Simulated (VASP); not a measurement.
# PtSe2 (Sudovikovite) (P-3m1) in VASP: single point with r2SCAN

Aim: the single point of PtSe2 (Sudovikovite) with r2SCAN.

Program: VASP 6.6.1. These are calculated values, not measurements. Logs are shortened: lines on timing, memory, paths and dates and some standing lists are left out, and cuts for length are marked.

## Step 1: The cell of the first run

The structure is trigonal, space group P-3m1 (No. 164). Conventional cell: a = 3.772 Å, b = 3.772 Å, c = 5.339 Å, α = 90.00°, β = 90.00°, γ = 120.00°. Within 3.3 Å of Pt (site symmetry -3m) lie 6 Se at 2.53 Å. Within 3.3 Å of Se (site symmetry 3m) lie 3 Pt at 2.53 Å.

## Step 2: Single point, r2SCAN (strain +1.2%)

POSCAR reads:

```
PtSe2
1.0
    3.7722852866      0.0000000000      0.0000000000
   -1.8861426433      3.2668948885      0.0000000000
    0.0000000000      0.0000000000      5.3387746858
Pt Se
1 2
Direct
    0.0000000000      0.0000000000      0.0000000000
    0.3333333333      0.6666666667      0.2398864153
    0.6666666667      0.3333333333      0.7601135847
```

INCAR.step1 reads:

```
SYSTEM = PtSe2
PREC = Accurate ; ENCUT = 520
ISMEAR = -1 ; SIGMA = 0.02
LREAL = .FALSE. ; LASPH = .TRUE.
NELM = 60 ; NBANDS = 18
GGA = PE ; ALGO = Normal
EDIFF = 1E-4 ; LWAVE = .TRUE.
LCHARG = .FALSE.
```

INCAR.step2 reads:

```
SYSTEM = PtSe2
PREC = Accurate ; ENCUT = 520
EDIFF = 1E-6 ; ISMEAR = -1
SIGMA = 0.02 ; LREAL = .FALSE.
LASPH = .TRUE. ; NELM = 60
ALGO = Normal ; ISIF = 2
LWAVE = .FALSE. ; LCHARG = .FALSE.
METAGGA = R2SCAN ; LMIXTAU = .TRUE.
NBANDS = 18 ; ISTART = 1
```

KPOINTS reads:

```
regular mesh
0
G
  12 12 6
  0 0 0
```

Potentials or basis: VASP PAW PBE potentials, release 64 (Pt, Se).

Run with:

```sh
$ cat potpaw_PBE.64/Pt/POTCAR potpaw_PBE.64/Se/POTCAR > POTCAR
$ cp INCAR.step1 INCAR
$ mpirun -np 1 vasp_std > vasp.out
$ cp INCAR.step2 INCAR
$ mpirun -np 1 vasp_std > vasp.out
```

OUTCAR:

```text
SYSTEM = PtSe2
   PREC = Accurate
   ENCUT = 520
   EDIFF = 1E-6
   ISMEAR = -1
   LREAL = .FALSE.
   LASPH = .TRUE.
   NELM = 60
   ISIF = 2
   METAGGA = R2SCAN
   ISTART = 1

 ion  position               nearest neighbor table
   1  0.000  0.000  0.000-   2 2.53   3 2.53   2 2.53   3 2.53   3 2.53   2 2.53
   2  0.333  0.667  0.240-   1 2.53   1 2.53   1 2.53
   3  0.667  0.333  0.760-   1 2.53   1 2.53   1 2.53

  LATTYP: Found a hexagonal cell.
 ALAT       =     3.7722852866
 C/A-ratio  =     1.4152627069

  Lattice vectors:

 A1 = (   3.7722852866,   0.0000000000,   0.0000000000)
 A2 = (  -1.8861426433,   3.2668948885,   0.0000000000)
 A3 = (   0.0000000000,   0.0000000000,   5.3387746858)

Analysis of symmetry for initial positions (statically):
=====================================================================
 Subroutine PRICEL returns:
 Original cell was already a primitive cell.

 Routine SETGRP: Setting up the symmetry group for a
 hexagonal supercell.

 Subroutine GETGRP returns: Found 12 space group operations
 (whereof 12 operations were pure point group operations)
 out of a pool of 24 trial point group operations.

The static configuration has the point symmetry D_3d.

Analysis of symmetry for dynamics (positions and initial velocities):
=====================================================================
 Subroutine PRICEL returns:
 Original cell was already a primitive cell.

 Routine SETGRP: Setting up the symmetry group for a
 hexagonal supercell.

 Subroutine GETGRP returns: Found 12 space group operations
 (whereof 12 operations were pure point group operations)
 out of a pool of 24 trial point group operations.

The dynamic configuration has the point symmetry D_3d.

 Subroutine INISYM returns: Found 12 space group operations
 (whereof 12 operations are pure point group operations),
 and found     1 'primitive' translations

----------------------------------------------------------------------------------------

                                     Primitive cell

  volume of cell :      65.7932

  direct lattice vectors                    reciprocal lattice vectors
     3.772285287  0.000000000  0.000000000     0.265091297  0.153050532  0.000000000
    -1.886142643  3.266894888  0.000000000     0.000000000  0.306101064  0.000000000
     0.000000000  0.000000000  5.338774686     0.000000000  0.000000000  0.187308897

  length of vectors
     3.772285287  3.772285287  5.338774686     0.306101064  0.306101064  0.187308897

  position of ions in fractional coordinates (direct lattice)
     0.000000000  0.000000000  0.000000000
     0.333333333  0.666666667  0.239886415
     0.666666667  0.333333333  0.760113585

  ion indices of the primitive-cell ions
   primitive index   ion index
                 1           1
                 2           2
                 3           3

----------------------------------------------------------------------------------------

 KPOINTS: regular mesh

Automatic generation of k-mesh.
 Grid dimensions read from file:
 generate k-points for:   12   12    6

 Generating k-lattice:

  Cartesian coordinates                     Fractional coordinates (reciprocal lattice)
     0.022090941  0.012754211  0.000000000     0.083333333  0.000000000  0.000000000
     0.000000000  0.025508422  0.000000000     0.000000000  0.083333333  0.000000000
     0.000000000  0.000000000  0.031218150     0.000000000  0.000000000  0.166666667

  Length of vectors
     0.025508422  0.025508422  0.031218150

  Shift w.r.t. Gamma in fractional coordinates (k-lattice)
     0.000000000  0.000000000  0.000000000

 Subroutine IBZKPT returns following result:
 ===========================================

 Found    100 irreducible k-points:

 Following reciprocal coordinates:
            Coordinates               Weight
  0.000000  0.000000  0.000000      1.000000
  0.083333  0.000000  0.000000      6.000000
  0.166667 -0.000000  0.000000      6.000000
  0.250000  0.000000  0.000000      6.000000
  0.333333  0.000000  0.000000      6.000000
  0.416667 -0.000000  0.000000      6.000000
[... 16 lines left out ...]
  0.166667 -0.000000  0.166667      6.000000
  0.000000  0.166667  0.166667      6.000000
 [... further k-points ...]
   k-points           NKPTS =    100   k-points in BZ     NKDIM =    100   number of bands    NBANDS=     18
   number of dos      NEDOS =    301   number of ions     NIONS =      3
   total plane-waves  NPLWV =  31360
   dimension x,y,z NGX =    28 NGY =   28 NGZ =   40
   dimension x,y,z NGXF=    56 NGYF=   56 NGZF=   80
   ions per type =               1   2
   NGX,Y,Z   is equivalent  to a cutoff of  12.34, 12.34, 12.46 a.u.
   NGXF,Y,Z  is equivalent  to a cutoff of  24.68, 24.68, 24.91 a.u.
 SYSTEM =  PtSe2
   PREC   = accura    normal or accurate (medium, high low for compatibility)
   ISTART =      1    job   : 0-new  1-cont  2-samecut
   ICHARG =      0    charge: 1-file 2-atom 10-const
   ISPIN  =      1    spin polarized calculation?
   LNONCOLLINEAR =      F non collinear calculations
   LSORBIT =      F    spin-orbit coupling
   LASPH  =      T    aspherical Exc in radial PAW
   ENCUT  =  520.0 eV  38.22 Ry    6.18 a.u.   7.01  7.01  9.93*2*pi/ulx,y,z
   NELM   =     60;   NELMIN=  2; NELMDL=  0     # of ELM steps
   EDIFF  = 0.1E-05   stopping-criterion for ELM
   LREAL  =      F    real-space projection
   EDIFFG = 0.1E-04   stopping-criterion for IOM
   NSW    =      0    number of steps for IOM
   IBRION =     -1    ionic relax: 0-MD 1-quasi-New 2-CG
   NFREE  =      0    steps in history (QN), initial steepest desc. (CG)
   ISIF   =      2    stress and relaxation
   ISYM   =      2    0-nonsym 1-usesym 2-fastsym
   POTIM  = 0.5000    time-step for ionic-motion
   TEBEG  =    0.0;   TEEND  =   0.0 temperature during run
   PSTRESS=    0.0 pullay stress
   NELECT =      22.0000    total number of electrons
   NUPDOWN=      -1.0000    fix difference up-down
   EMIN   =  10.00;   EMAX   =-10.00  energy-range for DOS
   EFERMI =   0.00;   METHOD = LEGACY
   ISMEAR =    -1;   SIGMA  =   0.02  broadening in eV -4-tet -1-fermi 0-gaus
   EFERMI_NEDOS =   21; number of points for ismear=-14 and -15
   IALGO  =     38    algorithm
   IMIX   =      4    mixing-type and parameters
     AMIX     =   0.40;   BMIX     =  1.00
     AMIX_MAG =   1.60;   BMIX_MAG =  1.00
  volume/ion in A,a.u.               =      21.93       148.00
  Fermi-wavevector in a.u.,A,eV,Ry     =   1.136289  2.147274 17.567185  1.291152
  Thomas-Fermi vector in A             =   2.272994
   LORBIT       =      0    0 simple, 1 ext, 2 COOP (PROOUT), +10 PAW based schemes
   METAGGA = R2SCAN    functional components
   LHFCALC =     F    Hartree Fock is set to
   AEXX    =    0.0000 exact exchange contribution
   IVDW    =     0    specifies the selected vdW correction
   LEPSILON=     F    determine dielectric tensor
   LRPA    =     F    only Hartree local field effects (RPA)
 non-spin polarized calculation
  energy-cutoff  :      520.00
  volume of cell :       65.79
 maximum number of plane-waves:      1797
   NGX = 13   NGY = 13   NGZ = 19

 number of electron      21.9999998 magnetization

 Free energy of the ion-electron system (eV)
  ---------------------------------------------------
  ext. energy  EPLUGINS =         0.00000000
  ---------------------------------------------------
  free energy    TOTEN  =       -81.47727787 eV

  energy without entropy =      -81.47709202  energy(sigma->0) =      -81.47718494

 E-fermi :   5.4299     XC(G=0): -10.7938

 val. band max:        5.3571495155   @ k =   0.0833   0.0000   0.0000
 cond. band min:       5.4336024597   @ k =   0.0000   0.0000   0.0000
 fundamental gap:      0.0764529442
 Fermi energy:         5.4298808369

 k-point     1 :       0.0000    0.0000    0.0000
  band No.  band energies     occupation
      1     -10.4836      2.00000
      2      -8.0019      2.00000
      3      -1.5899      2.00000
      4      -1.0723      2.00000
      5      -1.0723      2.00000
      6       1.3137      2.00000
[... 10 lines left out ...]
     17      13.0823      0.00000
     18      17.2304      0.00000

 k-point     2 :       0.0833    0.0000    0.0000
  band No.  band energies     occupation
      1     -10.4075      2.00000
      2      -8.0285      2.00000
      3      -1.5016      2.00000
      4      -1.0286      2.00000
      5      -1.0223      2.00000
      6       1.2171      2.00000
[... 10 lines left out ...]
     17      13.3455      0.00000
     18      16.3697      0.00000

 k-point     3 :       0.1667   -0.0000    0.0000
  band No.  band energies     occupation
      1     -10.1877      2.00000
      2      -8.1031      2.00000
      3      -1.2578      2.00000
      4      -0.8870      2.00000
      5      -0.8846      2.00000
      6       0.8498      2.00000
[... 10 lines left out ...]
     17      13.9678      0.00000
     18      14.9493      0.00000

 k-point     4 :       0.2500    0.0000    0.0000
  band No.  band energies     occupation
      1      -9.8514      2.00000
      2      -8.2127      2.00000
      3      -0.9974      2.00000
      4      -0.7015      2.00000
      5      -0.5776      2.00000
      6       0.1777      2.00000
[... 375 lines left out ...]
      4      -1.0253      2.00000
      5      -0.9333      2.00000
      6       1.1981      2.00000
[... 10 lines left out ...]
     17      13.4884      0.00000
     18      15.4651      0.00000

 k-point    23 :       0.1667   -0.0000    0.1667
  band No.  band energies     occupation
      1     -10.1117      2.00000
      2      -8.2484      2.00000
      3      -1.1862      2.00000
      4      -0.8572      2.00000
      5      -0.7578      2.00000
      6       0.8852      2.00000
[... 10 lines left out ...]
     17      13.5275      0.00000
     18      14.5145      0.00000

 k-point    24 :       0.0000    0.1667    0.1667
  band No.  band energies     occupation
      1     -10.1189      2.00000
      2      -8.2296      2.00000
      3      -1.3167      2.00000
      4      -0.9022      2.00000
      5      -0.6326      2.00000
      6       0.7774      2.00000
[... 10 lines left out ...]
     17      14.2687      0.00000
     18      14.3750      0.00000

 [... further k-points ...]

------------------------ aborting loop because EDIFF is reached ----------------------------------------

  FORCE on cell =-STRESS in cart. coord.  units (eV):
  Direction    XX          YY          ZZ          XY          YZ          ZX
  --------------------------------------------------------------------------------------
  -------------------------------------------------------------------------------------
  Total       -0.6340359     -0.6340359      0.2242172      0.0000000      0.0000000      0.0000000
  in kB      -15.4398515    -15.4398515      5.4600691      0.0000000      0.0000000      0.0000000
  external PRESSURE =      -8.4732113 kB  Pullay stress =       0.0000000 kB

 VOLUME and BASIS-vectors are now :
 -----------------------------------------------------------------------------
  energy-cutoff  :      520.00
  volume of cell :       65.79
      direct lattice vectors                 reciprocal lattice vectors
     3.772285287  0.000000000  0.000000000     0.265091297  0.153050532  0.000000000
    -1.886142643  3.266894888  0.000000000     0.000000000  0.306101064  0.000000000
     0.000000000  0.000000000  5.338774686     0.000000000  0.000000000  0.187308897

 POSITION                                       TOTAL-FORCE (eV/Angst)
 -----------------------------------------------------------------------------------
      0.00000      0.00000      0.00000        -0.000000      0.000000      0.000000
     -0.00000      2.17793      1.28070        -0.000000      0.000000     -0.019865
      1.88614      1.08896      4.05808         0.000000     -0.000000      0.019865
 -----------------------------------------------------------------------------------
    total drift:                               -0.000000      0.000000      0.000000

  FREE ENERGIE OF THE ION-ELECTRON SYSTEM (eV)
  ---------------------------------------------------
  free  energy   TOTEN  =       -81.4772778675 eV

  energy  without entropy=      -81.4770920199  energy(sigma->0) =      -81.47718494
```

Wall time 11 min (1 thread of AMD EPYC 7R13, shared host); peak memory 0.23 GiB.

What came out:

* Free energy: -81.4773 eV
* Pressure: -0.8 GPa
* Largest force: 0.020 eV/Å

Forces in eV/Å, atoms in the order of the input:
```
Pt   0.000  0.000  0.000
Se   0.000  0.000 -0.020
Se   0.000  0.000  0.020
```

Stress tensor (GPa, compression positive):
```
-1.54  0.00  0.00
 0.00 -1.54  0.00
 0.00  0.00  0.55
```

Levels at points of the mesh, in eV from the Fermi level:
```csv
k point,band 7,band 8,band 9,band 10,band 11,band 12,band 13,band 14,band 15,band 16
"(0.00, 0.00, 0.00)",-4.12,-2.68,-1.21,-1.21,0.00,1.58,1.58,4.28,4.32,7.65
"(0.50, 0.00, 0.00)",-3.66,-3.56,-3.48,-3.46,-3.07,0.79,2.11,4.68,6.11,7.49
"(0.00, 0.00, 0.50)",-4.13,-2.82,-1.90,-1.49,-1.49,2.13,2.13,5.11,6.23,7.22
"(0.50, 0.00, 0.50)",-3.67,-3.63,-3.34,-3.00,-1.64,1.17,1.45,4.44,5.22,7.45
```

Caveat: the cell differs from its parent crystal (strain +1.2%); the PAW data sets were made with another functional, which shifts forces and pressure a little; spin-orbit coupling is left out, which moves the levels of the heavy elements.
